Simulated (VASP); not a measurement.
Write the native input for VASP 6.6.1 that does the following.

```yaml
Task: single point
Functional: r2SCAN
Potentials_or_basis: VASP PAW PBE potentials, release 64 (Sr_sv)
Cutoff: 520 eV
k_mesh: 9 × 9 × 9
Occupations: gaussian, width 0.3 eV
Spin: no spin polarisation
Dipole_correction: no
Further_INCAR_settings: ALGO = Normal; EDIFF = 1e-06; NBANDS = 11
```

Sr:

```xyz
1
Lattice="0.0000 3.0521 3.0521 3.0521 0.0000 3.0521 3.0521 3.0521 0.0000" Properties=species:S:1:pos:R:3 pbc="T T T"
Sr    0.0000    0.0000    0.0000
```

One way to write it, as run:

POSCAR

```
Sr
1.0
    0.0000000000      3.0521104090      3.0521104090
    3.0521104090      0.0000000000      3.0521104090
    3.0521104090      3.0521104090      0.0000000000
Sr
1
Direct
    0.0000000000      0.0000000000      0.0000000000
```

INCAR.step1

```
SYSTEM = Sr
PREC     = Accurate       ! precision mode
ENCUT    = 520            ! plane-wave cutoff, eV
ISMEAR   = 0              ! smearing method
SIGMA    = 0.3            ! smearing width, eV
LREAL    = .FALSE.        ! projectors in reciprocal space
LASPH    = .TRUE.         ! aspherical terms in the spheres
NELM     = 100            ! most SCF steps
NBANDS   = 11             ! bands
GGA      = PE             ! functional
ALGO     = Normal         ! electronic algorithm
EDIFF    = 1E-4           ! SCF threshold, eV
LWAVE    = .TRUE.         ! write WAVECAR
LCHARG   = .FALSE.        ! write CHGCAR
```

INCAR.step2

```
SYSTEM = Sr
PREC     = Accurate       ! precision mode
ENCUT    = 520            ! plane-wave cutoff, eV
EDIFF    = 1E-6           ! SCF threshold, eV
ISMEAR   = 0              ! smearing method
SIGMA    = 0.3            ! smearing width, eV
LREAL    = .FALSE.        ! projectors in reciprocal space
LASPH    = .TRUE.         ! aspherical terms in the spheres
NELM     = 100            ! most SCF steps
ALGO     = Normal         ! electronic algorithm
ISIF     = 2              ! what is computed and relaxed
LWAVE    = .FALSE.        ! write WAVECAR
LCHARG   = .TRUE.         ! write CHGCAR
METAGGA  = R2SCAN         ! meta-GGA
LMIXTAU  = .TRUE.       
LELF     = .TRUE.         ! ELF
LVHAR    = .TRUE.       
NBANDS   = 11             ! bands
ISTART   = 1
```

KPOINTS

```
regular mesh
0
G
  9 9 9
  0 0 0
```

Potentials or basis: VASP PAW PBE potentials, release 64 (Sr_sv).

Launch:

```bash
$ cat potpaw_PBE.64/Sr_sv/POTCAR > POTCAR
$ cp INCAR.step1 INCAR
$ mpirun -np 1 vasp_std > vasp.out
$ cp INCAR.step2 INCAR
$ mpirun -np 1 vasp_std > vasp.out
```

Results of the run:

```yaml
Pressure: 0.0 GPa
Band_gap_on_the_k_mesh: zero (band 5 reaches 1.46 eV, above the bottom of band 6 at 1.45 eV)
```

Caveat: the PAW data sets were made with another functional, which shifts forces and pressure a little.

It took 40 s on 1 thread of Intel(R) Xeon(R) Platinum 8488C (Sapphire Rapids) (shared host), peak memory 0.19 GiB.
